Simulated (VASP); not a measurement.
Runs of VASP 6.6.1 on Ta. The structure is that of space group P6/mmm (No. 191), or close to it. The cells are those of the table. 

```csv
cell,k mesh,gap on the mesh (eV),pressure (GPa)
"a = 4.759, b = 4.759, c = 2.672 Å, angles 90.0, 90.0, 120.0°, 3 atoms",9 × 9 × 13,none,17.4
"a = 4.893, b = 4.893, c = 2.747 Å, angles 90.0, 90.0, 120.0°, 3 atoms",8 × 8 × 11,none,0.1
"a = 4.893, b = 4.893, c = 2.747 Å, angles 90.0, 90.0, 120.0°, 3 atoms",10 × 10 × 15,none,0.0
"a = 5.020, b = 5.020, c = 2.819 Å, angles 90.0, 90.0, 120.0°, 3 atoms",9 × 9 × 13,none,-11.8
"a = 4.689, b = 4.689, c = 2.633 Å, angles 90.0, 90.0, 120.0°, 3 atoms",9 × 9 × 13,none,29.0
"a = 4.958, b = 4.958, c = 2.784 Å, angles 90.0, 90.0, 120.0°, 3 atoms",9 × 9 × 13,none,(b)
"a = 4.893, b = 4.893, c = 2.747 Å, angles 90.0, 90.0, 120.0°, 3 atoms",9 × 9 × 13,none,0.0
"a = 5.082, b = 5.082, c = 2.853 Å, angles 90.0, 90.0, 120.0°, 3 atoms",9 × 9 × 13,none,(a)
"a = 4.827, b = 4.827, c = 2.710 Å, angles 90.0, 90.0, 120.0°, 3 atoms",9 × 9 × 13,none,7.9
```

Alike in all rows: task single point; level RPBE; potentials or basis VASP PAW PBE potentials, release 64 (Ta_pv); no spin polarisation; cutoff (eV) 520; smearing fermi-dirac 0.1 eV.

Problem. Estimate the missing entries.

Solution. (a) -16.3; (b) -6.5.

Caveats: the PAW data sets were made with another functional, which shifts forces and pressure a little; spin-orbit coupling is left out, which moves the levels of the heavy elements.

A k mesh can miss the band edges, and the runs leave out spin-orbit coupling on Ta.

A gap of «none» marks levels without a gap at the run's occupations.
